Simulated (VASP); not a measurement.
MgAgI3: relaxation of cell and atoms with PBE

MgAgI3:

```
Mg Ag I
1.0
     5.73746    0.00000    0.00000
     0.00000    5.73746    0.00000
     0.00000    0.00000    5.73746
Mg Ag I
1 1 3
Direct
  0.00000 0.00000 0.00000
  0.50000 0.50000 0.50000
  0.50000 0.00000 0.00000
  0.00000 0.50000 0.00000
  0.00000 0.00000 0.50000
```

```yaml
Program: VASP 6.6.1
Task: relaxation of cell and atoms
Functional: PBE
Potentials_or_basis: VASP PAW PBE potentials, release 64 (Mg, Ag, I)
Cutoff: 600 eV
k_mesh: 8 × 8 × 8
Occupations: gaussian, width 0.1 eV
Spin: no spin polarisation
Dipole_correction: no
Further_INCAR_settings: ALGO = Normal; EDIFF = 1e-06; IBRION = 2; EDIFFG = -0.01; NSW = 100; ISIF = 3
```

```json
{
 "Pressure after relaxing": "0.0 GPa"
}
```

Final structure:
```
Mg Ag I
1.0
     5.73746    0.00000    0.00000
     0.00000    5.73746    0.00000
     0.00000    0.00000    5.73746
Mg Ag I
1 1 3
Direct
  0.00000 0.00000 0.00000
  0.50000 0.50000 0.50000
  0.50000 0.00000 0.00000
  0.00000 0.50000 0.00000
  0.00000 0.00000 0.50000
```

Levels at points of the mesh, in eV from the Fermi level:
```
           k point  band 14  band 15  band 16  band 17  band 18  band 19  band 20  band 21
(0.00, 0.00, 0.00)    -1.02    -0.73    -0.73    -0.73    -0.05     1.24     5.32     5.32
(0.50, 0.00, 0.00)    -1.57    -1.16    -0.75    -0.75     1.31     3.16     4.01     5.22
(0.50, 0.50, 0.00)    -1.39    -1.39    -1.23    -0.12     1.16     4.27     4.84     4.84
(0.50, 0.50, 0.50)    -1.21    -0.13    -0.13    -0.13     0.08     4.34     4.34     4.34
```

It took 4.1 min on 1 thread of Intel(R) Xeon(R) Platinum 8488C (Sapphire Rapids), with other jobs on the host, peak memory 0.45 GiB.

Caveat: the relaxation stopped at its first step, so nothing moved; spin-orbit coupling is left out, which moves the levels of the heavy elements.
